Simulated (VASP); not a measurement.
Ti3Al:

```
Ti Al
1.0
     2.92754    0.00000    0.00000
    -1.46377    2.53533    0.00000
     0.00000    0.00000    9.22636
Ti Al
3 1
Direct
  0.33333 0.66667 0.24941
  0.33333 0.66667 0.75059
  0.66667 0.33333 0.00000
  0.66667 0.33333 0.50000
```

Base run:

- Program: VASP 6.6.1
- Functional: PBE
- Potentials or basis: VASP PAW PBE potentials, release 64 (Ti_sv, Al)
- Cutoff: 520 eV
- k mesh: 10 × 10 × 3
- Occupations: fermi-dirac, width 0.05 eV
- Spin: no spin polarisation

Its results: pressure 0.1 GPa; largest force 0.011 eV/Å.

Task: The run is repeated on the same cell with these changes: functional from PBE to r2SCAN. What comes out?

Result: Pressure -0.6 GPa; largest force 0.012 eV/Å.

Caveats: the PAW data sets were made with another functional, which shifts forces and pressure a little (some runs).
